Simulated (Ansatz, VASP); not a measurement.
**MgO: VASP beside Ansatz**

The input INCAR:

```
ALGO = Normal ; EDIFF = 1E-6
ENCUT = 600 ; GGA = PE
GGA_COMPAT = F ; ISIF = 2
ISMEAR = 0 ; LASPH = T
LCHARG = T ; LELF = T
LREAL = F ; LVHAR = T
LWAVE = F ; NBANDS = 11
NELM = 120 ; PREC = Accurate
SIGMA = 0.01
```

The input KPOINTS:

```
k-points
0
Gamma
  9 9 9
```

POSCAR

```
MgO
1.0
    0.0000000000      2.2056000000      2.2056000000
    2.2056000000      0.0000000000      2.2056000000
    2.2056000000      2.2056000000      0.0000000000
Mg O
1 1
Direct
    0.0000000000      0.0000000000      0.0000000000
    0.5000000000      0.5000000000      0.5000000000
```

Input for Ansatz:

```yaml
crystal:
  lattice:
    - [0.0, 2.2056, 2.2056]
    - [2.2056, 0.0, 2.2056]
    - [2.2056, 2.2056, 0.0]
  atoms:
    - { symbol: Mg, position: [0.0, 0.0, 0.0] }
    - { symbol: O, position: [0.5, 0.5, 0.5] }
hamiltonian:
  xc: pbe
  pseudopotentials: { kind: paw }
basis:
  ecutwfc: 420
kpoints:
  mp_grid: { grid: [9, 9, 9] }
scf:
  occupations: { method: fixed }
  lower_state_search: "off"
  max_iter: 50
output:
  forces: true
  stress: true
```

Alike in both runs: task single point; functional PBE; k mesh 9 × 9 × 9; no spin polarisation.

```csv
,VASP,Ansatz
version,VASP 6.6.1,Ansatz 0.2.0
potentials or method,"VASP PAW PBE potentials, release 64 (Mg, O), cutoff 600 eV","PAW, plane waves, scalar-relativistic"
occupations,"gaussian, width 0.01 eV",fixed
valence electrons in the cell,8,16
```

Ansatz gave:

| Item | Value |
| --- | --- |
| pressure (GPa) | -13.0 |

Task: Which values does VASP return?

Result: Pressure (GPa): -13.9.

VASP's potentials hold 8 valence electrons a cell and Ansatz's 16, so a difference there can come from the potentials and not from the codes.
